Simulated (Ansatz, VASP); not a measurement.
Two plane-wave programs on Ca3Co

```
Ca Co
1.0
     4.52299    0.00000    0.00000
     0.00000    4.52299    0.00000
     0.00000    0.00000    4.52299
Ca Co
3 1
Direct
  0.00000 0.50000 0.50000
  0.50000 0.00000 0.50000
  0.50000 0.50000 0.00000
  0.00000 0.00000 0.00000
```

Alike in both runs: task single point; functional PBE; k mesh 4 × 4 × 4; occupations gaussian, width 0.1 eV; collinear spin.

|  | VASP | Ansatz |
| --- | --- | --- |
| version | VASP 6.6.1 | Ansatz 0.2.0 |
| potentials or method | VASP PAW PBE potentials, release 64 (Ca_sv, Co), cutoff 520 eV | scalar-relativistic, plane waves, PAW |
| valence electrons in the cell | 39 | 47 |

Ansatz gave:

| Property | Result |
| --- | --- |
| gap on the k mesh at the Fermi level (eV) | none |
| pressure (GPa) | 7.6 |
| net moment per atom (μB) | 0.12 |
| size of the moment on the site where the two differ most (μB) | 0.93 |

Question: Estimate VASP's values.

Answer: gap on the k mesh at the Fermi level (eV): none; pressure (GPa): 7.1; net moment per atom (μB): 0.05; size of the moment on the site where the two differ most (μB): 0.46.

Site moments also hang on the region over which each program counts them. A gap of «none» marks a metal or a gap that the smearing closes. VASP's potentials hold 39 valence electrons a cell and Ansatz's 47, so a difference there can come from the potentials and not from the codes.
